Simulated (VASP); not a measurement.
# PbSe (I4/mmm) in VASP: a series of runs

The runs below take PbSe through electric field gradients, with PBEsol.

Program: VASP 6.6.1. These are calculated values, not measurements. Logs are shortened: lines on timing, memory, paths and dates and some standing lists are left out, and cuts for length are marked.

## (1) The cell of the first run

It takes space group I4/mmm (No. 139, tetragonal). The conventional cell has a = 4.244 Å, b = 4.244 Å, c = 6.124 Å, α = 90.00°, β = 90.00°, γ = 90.00°. Pb (site symmetry 4/mmm) has 6 Se at 3.00 to 3.06 Å within 4.0 Å. Se (site symmetry 4/mmm) has 6 Pb at 3.00 to 3.06 Å within 4.0 Å.

## (2) Electric field gradients, PBEsol (equal xx and yy strain of -2 %)

Contents of INCAR:

```
PREC = Accurate ; ENCUT = 520
EDIFF = 1E-8 ; ISMEAR = -1
SIGMA = 0.02 ; LREAL = F
LASPH = T ; NELM = 60
ALGO = Normal ; ISIF = 2
LWAVE = F ; LCHARG = F
GGA = PS ; LEFG = T
NBANDS = 17
```

Contents of KPOINTS:

```
regular mesh
0
Gamma
  7 7 7
```

Contents of POSCAR:

```
PbSe
1.0
    0.0000000000      3.0009070000      3.0621500000
    3.0009070000      0.0000000000      3.0621500000
    3.0009070000      3.0009070000      0.0000000000
Pb Se
1 1
Direct
    0.0000000000      0.0000000000      0.0000000000
    0.5000000000      0.5000000000      0.5000000000
```

Potentials or basis: VASP PAW PBE potentials, release 64 (Pb_d, Se).

On the command line:

```bash
$ cat potpaw_PBE.64/Pb_d/POTCAR potpaw_PBE.64/Se/POTCAR > POTCAR
$ mpirun -np 1 vasp_std > vasp.out
```

OUTCAR:

```text
PREC = Accurate
   ENCUT = 520
   EDIFF = 1E-8
   ISMEAR = -1
   LREAL = F
   LASPH = T
   NELM = 60
   ISIF = 2
   GGA = PS

 ion  position               nearest neighbor table
   1  0.000  0.000  0.000-   2 3.00   2 3.00   2 3.00   2 3.00   2 3.06   2 3.06
   2  0.500  0.500  0.500-   1 3.00   1 3.00   1 3.00   1 3.00   1 3.06   1 3.06

  LATTYP: Found a body centered tetragonal cell.
 ALAT       =     4.2439233788
 C/A-ratio  =     1.4430750636

  Lattice vectors:

 A1 = (  -3.0009070000,   0.0000000000,   3.0621500000)
 A2 = (   3.0009070000,   0.0000000000,   3.0621500000)
 A3 = (   0.0000000000,   3.0009070000,  -3.0621500000)

Analysis of symmetry for initial positions (statically):
=====================================================================
 Subroutine PRICEL returns:
 Original cell was already a primitive cell.

 Routine SETGRP: Setting up the symmetry group for a
 body centered tetragonal supercell.

 Subroutine GETGRP returns: Found 16 space group operations
 (whereof 16 operations were pure point group operations)
 out of a pool of 16 trial point group operations.

The static configuration has the point symmetry D_4h.

Analysis of symmetry for dynamics (positions and initial velocities):
=====================================================================
 Subroutine PRICEL returns:
 Original cell was already a primitive cell.

 Routine SETGRP: Setting up the symmetry group for a
 body centered tetragonal supercell.

 Subroutine GETGRP returns: Found 16 space group operations
 (whereof 16 operations were pure point group operations)
 out of a pool of 16 trial point group operations.

The dynamic configuration has the point symmetry D_4h.

 Subroutine INISYM returns: Found 16 space group operations
 (whereof 16 operations are pure point group operations),
 and found     1 'primitive' translations

----------------------------------------------------------------------------------------

                                     Primitive cell

  volume of cell :      55.1520

  direct lattice vectors                    reciprocal lattice vectors
     0.000000000  3.000907000  3.062150000    -0.166616293  0.166616293  0.163283967
     3.000907000  0.000000000  3.062150000     0.166616293 -0.166616293  0.163283967
     3.000907000  3.000907000  0.000000000     0.166616293  0.166616293 -0.163283967

  length of vectors
     4.287447428  4.287447428  4.243923379     0.286676878  0.286676878  0.286676878

  position of ions in fractional coordinates (direct lattice)
     0.000000000  0.000000000  0.000000000
     0.500000000  0.500000000  0.500000000

  ion indices of the primitive-cell ions
   primitive index   ion index
                 1           1
                 2           2

----------------------------------------------------------------------------------------

 KPOINTS: regular mesh

Automatic generation of k-mesh.
 Grid dimensions read from file:
 generate k-points for:    7    7    7

 Generating k-lattice:

  Cartesian coordinates                     Fractional coordinates (reciprocal lattice)
    -0.023802328  0.023802328  0.023326281     0.142857143  0.000000000  0.000000000
     0.023802328 -0.023802328  0.023326281     0.000000000  0.142857143  0.000000000
     0.023802328  0.023802328 -0.023326281    -0.000000000 -0.000000000  0.142857143

  Length of vectors
     0.040953840  0.040953840  0.040953840

  Shift w.r.t. Gamma in fractional coordinates (k-lattice)
     0.000000000  0.000000000  0.000000000

 Subroutine IBZKPT returns following result:
 ===========================================

 Found     40 irreducible k-points:

 Following reciprocal coordinates:
            Coordinates               Weight
  0.000000  0.000000  0.000000      1.000000
  0.142857  0.000000  0.000000      8.000000
  0.285714  0.000000  0.000000      8.000000
  0.428571  0.000000  0.000000      8.000000
  0.142857  0.142857  0.000000      2.000000
  0.285714  0.142857  0.000000      8.000000
[... 16 lines left out ...]
  0.428571  0.285714  0.142857      8.000000
 -0.428571  0.285714  0.142857     16.000000
 [... further k-points ...]
   k-points           NKPTS =     40   k-points in BZ     NKDIM =     40   number of bands    NBANDS=     17
   number of dos      NEDOS =    301   number of ions     NIONS =      2
   total plane-waves  NPLWV =  32768
   dimension x,y,z NGX =    32 NGY =   32 NGZ =   32
   dimension x,y,z NGXF=    64 NGYF=   64 NGZF=   64
   ions per type =               1   1
   NGX,Y,Z   is equivalent  to a cutoff of  12.41, 12.41, 12.54 a.u.
   NGXF,Y,Z  is equivalent  to a cutoff of  24.82, 24.82, 25.07 a.u.
 SYSTEM =  unknown system
   PREC   = accura    normal or accurate (medium, high low for compatibility)
   ISTART =      0    job   : 0-new  1-cont  2-samecut
   ICHARG =      2    charge: 1-file 2-atom 10-const
   ISPIN  =      1    spin polarized calculation?
   LNONCOLLINEAR =      F non collinear calculations
   LSORBIT =      F    spin-orbit coupling
   LASPH  =      T    aspherical Exc in radial PAW
   ENCUT  =  520.0 eV  38.22 Ry    6.18 a.u.   7.97  7.97  7.89*2*pi/ulx,y,z
   NELM   =     60;   NELMIN=  2; NELMDL= -5     # of ELM steps
   EDIFF  = 0.1E-07   stopping-criterion for ELM
   LREAL  =      F    real-space projection
   EDIFFG = 0.1E-06   stopping-criterion for IOM
   NSW    =      0    number of steps for IOM
   IBRION =     -1    ionic relax: 0-MD 1-quasi-New 2-CG
   NFREE  =      0    steps in history (QN), initial steepest desc. (CG)
   ISIF   =      2    stress and relaxation
   ISYM   =      2    0-nonsym 1-usesym 2-fastsym
   POTIM  = 0.5000    time-step for ionic-motion
   TEBEG  =    0.0;   TEEND  =   0.0 temperature during run
   PSTRESS=    0.0 pullay stress
   NELECT =      20.0000    total number of electrons
   NUPDOWN=      -1.0000    fix difference up-down
   EMIN   =  10.00;   EMAX   =-10.00  energy-range for DOS
   EFERMI =   0.00;   METHOD = LEGACY
   ISMEAR =    -1;   SIGMA  =   0.02  broadening in eV -4-tet -1-fermi 0-gaus
   EFERMI_NEDOS =   21; number of points for ismear=-14 and -15
   IALGO  =     38    algorithm
   IMIX   =      4    mixing-type and parameters
     AMIX     =   0.40;   BMIX     =  1.00
     AMIX_MAG =   1.60;   BMIX_MAG =  1.00
  volume/ion in A,a.u.               =      27.58       186.09
  Fermi-wavevector in a.u.,A,eV,Ry     =   1.167430  2.206124 18.543294  1.362894
  Thomas-Fermi vector in A             =   2.303931
   LORBIT       =      0    0 simple, 1 ext, 2 COOP (PROOUT), +10 PAW based schemes
   GGA     = PS    functional components
   LHFCALC =     F    Hartree Fock is set to
   AEXX    =    0.0000 exact exchange contribution
   IVDW    =     0    specifies the selected vdW correction
   LEPSILON=     F    determine dielectric tensor
   LRPA    =     F    only Hartree local field effects (RPA)
 non-spin polarized calculation
  energy-cutoff  :      520.00
  volume of cell :       55.15
 maximum number of plane-waves:      1498
   NGX = 15   NGY = 15   NGZ = 15

 number of electron      20.0000005 magnetization

 Free energy of the ion-electron system (eV)
  ---------------------------------------------------
  ext. energy  EPLUGINS =         0.00000000
  ---------------------------------------------------
  free energy    TOTEN  =        -8.90506377 eV

  energy without entropy =       -8.90506377  energy(sigma->0) =       -8.90506377

 E-fermi :   5.5156     XC(G=0):  -9.8998

 val. band max:        5.1114070830   @ k =   0.4286   0.0000   0.0000
 cond. band min:       5.9032684088   @ k =   0.4286   0.0000   0.0000
 fundamental gap:      0.7918613258
 Fermi energy:         5.5156326724

 k-point     1 :       0.0000    0.0000    0.0000
  band No.  band energies     occupation
      1     -11.4229      2.00000
      2     -11.4173      2.00000
      3     -11.4173      2.00000
      4     -11.4140      2.00000
      5     -11.4122      2.00000
      6      -8.5499      2.00000
[... 9 lines left out ...]
     16      11.8065      0.00000
     17      13.2801      0.00000

 k-point     2 :       0.1429    0.0000    0.0000
  band No.  band energies     occupation
      1     -11.4271      2.00000
      2     -11.4193      2.00000
      3     -11.4160      2.00000
      4     -11.4093      2.00000
      5     -11.4077      2.00000
      6      -8.3842      2.00000
[... 9 lines left out ...]
     16      12.2501      0.00000
     17      14.7874      0.00000

 k-point     3 :       0.2857    0.0000    0.0000
  band No.  band energies     occupation
      1     -11.4385      2.00000
      2     -11.4326      2.00000
      3     -11.4147      2.00000
      4     -11.3940      2.00000
      5     -11.3903      2.00000
      6      -7.9411      2.00000
[... 9 lines left out ...]
     16      13.3594      0.00000
     17      17.0557      0.00000

 k-point     4 :       0.4286    0.0000    0.0000
  band No.  band energies     occupation
      1     -11.4479      2.00000
      2     -11.4433      2.00000
      3     -11.4143      2.00000
      4     -11.3815      2.00000
      5     -11.3759      2.00000
      6      -7.4633      2.00000
[... 9 lines left out ...]
     16      15.0216      0.00000
     17      16.2063      0.00000

 k-point     5 :       0.1429    0.1429    0.0000
  band No.  band energies     occupation
      1     -11.4416      2.00000
      2     -11.4179      2.00000
      3     -11.4083      2.00000
      4     -11.4081      2.00000
      5     -11.4081      2.00000
      6      -8.3313      2.00000
[... 9 lines left out ...]
     16      13.0898      0.00000
     17      14.5432      0.00000

 k-point     6 :       0.2857    0.1429    0.0000
  band No.  band energies     occupation
      1     -11.4613      2.00000
      2     -11.4172      2.00000
      3     -11.4158      2.00000
      4     -11.3986      2.00000
      5     -11.3913      2.00000
      6      -7.9778      2.00000
[... 9 lines left out ...]
     16      14.1391      0.00000
     17      16.0856      0.00000
[... 281 lines left out ...]
 k-point    21 :      -0.2857   -0.0000    0.1429
  band No.  band energies     occupation
      1     -11.4499      2.00000
      2     -11.4392      2.00000
      3     -11.4101      2.00000
      4     -11.3905      2.00000
      5     -11.3880      2.00000
      6      -7.6406      2.00000
[... 9 lines left out ...]
     16      15.5454      0.00000
     17      16.1479      0.00000

 k-point    22 :      -0.1429   -0.0000    0.1429
  band No.  band energies     occupation
      1     -11.4353      2.00000
      2     -11.4268      2.00000
      3     -11.4143      2.00000
      4     -11.4040      2.00000
      5     -11.3979      2.00000
      6      -8.1223      2.00000
[... 9 lines left out ...]
     16      13.7232      0.00000
     17      14.9490      0.00000

 k-point    23 :       0.4286    0.2857    0.1429
  band No.  band energies     occupation
      1     -11.4855      2.00000
      2     -11.4184      2.00000
      3     -11.4152      2.00000
      4     -11.3873      2.00000
      5     -11.3864      2.00000
      6      -7.5874      2.00000
[... 9 lines left out ...]
     16      15.4748      0.00000
     17      16.0515      0.00000

 k-point    24 :      -0.4286    0.2857    0.1429
  band No.  band energies     occupation
      1     -11.4975      2.00000
      2     -11.4268      2.00000
      3     -11.4037      2.00000
      4     -11.3927      2.00000
      5     -11.3766      2.00000
      6      -7.1863      2.00000
[... 9 lines left out ...]
     16      15.6180      0.00000
     17      16.9331      0.00000

 [... further k-points ...]
[... 5 lines left out ...]
  --------------------------------------------------------------------------------------
  -------------------------------------------------------------------------------------
  Total        0.9029921      0.9029921     -0.0654304      0.0000000     -0.0000000      0.0000000
  in kB       26.2320952     26.2320952     -1.9007671      0.0000000     -0.0000000      0.0000000
  external PRESSURE =      16.8544744 kB  Pullay stress =       0.0000000 kB

 VOLUME and BASIS-vectors are now :
 -----------------------------------------------------------------------------
  energy-cutoff  :      520.00
  volume of cell :       55.15
      direct lattice vectors                 reciprocal lattice vectors
     0.000000000  3.000907000  3.062150000    -0.166616293  0.166616293  0.163283967
     3.000907000  0.000000000  3.062150000     0.166616293 -0.166616293  0.163283967
     3.000907000  3.000907000  0.000000000     0.166616293  0.166616293 -0.163283967

 POSITION                                       TOTAL-FORCE (eV/Angst)
 -----------------------------------------------------------------------------------
      0.00000      0.00000      0.00000         0.000000      0.000000     -0.000000
      3.00091      3.00091      3.06215        -0.000000     -0.000000      0.000000
 -----------------------------------------------------------------------------------
    total drift:                                0.000000     -0.000000     -0.000000

  FREE ENERGIE OF THE ION-ELECTRON SYSTEM (eV)
  ---------------------------------------------------
  free  energy   TOTEN  =        -8.9050637735 eV

  energy  without entropy=       -8.9050637734  energy(sigma->0) =       -8.90506377

 Electric field gradients (V/A^2)
---------------------------------------------------------------------
 ion       V_xx      V_yy      V_zz      V_xy      V_xz      V_yz
---------------------------------------------------------------------
   1     -31.599   -31.599    63.198    -0.001    -0.000    -0.000
   2      -2.803    -2.803     5.605    -0.000    -0.000    -0.000
---------------------------------------------------------------------

 Electric field gradients after diagonalization (V/A^2)
 (convention: |V_zz| > |V_xx| > |V_yy|)
----------------------------------------------------------------------
 ion       V_xx      V_yy      V_zz     asymmetry (V_yy - V_xx)/ V_zz
----------------------------------------------------------------------
   1     -31.600   -31.598    63.198       0.000
   2      -2.803    -2.803     5.605       0.000
----------------------------------------------------------------------

           NMR quadrupolar parameters

 Cq : quadrupolar parameter    Cq=e*Q*V_zz/h
 eta: asymmetry parameters     (V_yy - V_xx)/ V_zz
 Q  : nuclear electric quadrupole moment in mb (millibarn)
----------------------------------------------------------------------
 ion       Cq(MHz)       eta       Q (mb)
----------------------------------------------------------------------
   1       0.153       0.000       1.000
   2       0.014       0.000       1.000
----------------------------------------------------------------------
```

It took 23 s on 1 thread of AMD EPYC 7R13 (Zen 3), shared host; peak memory 0.16 GiB.

What came out:

```yaml
Free_energy: -8.9051 eV
Pressure: 1.7 GPa
Band_gap_on_the_k_mesh: 0.79 eV, direct
```

Stress tensor (GPa, compression positive):
```
 2.62  0.00  0.00
 0.00  2.62  0.00
 0.00  0.00 -0.19
```

Levels at points of the mesh, in eV from the valence-band top:
```tsv
k point	band 6	band 7	band 8	band 9	band 10	band 11	band 12	band 13	band 14	band 15
(0.00, 0.00, 0.00)	-13.66	-5.98	-1.83	-1.83	-1.64	4.74	5.21	5.21	6.57	6.70
```

Electric field gradients, principal values (V/Å²):
```csv
atom,least,middle,greatest (by size)
1 Pb,-31.598,-31.600,63.198
2 Se,-2.803,-2.803,5.605
```

Caveat: the cell differs from its parent crystal (equal xx and yy strain of -2 %); without QUAD_EFG the Cq values of the log hold for a quadrupole moment of 1 mb, not for the nuclei; the PAW data sets were made with another functional, which shifts forces and pressure a little; spin-orbit coupling is left out, which moves the levels of the heavy elements. A k mesh can miss the band edges.

(Continued in part 2 of 2.)
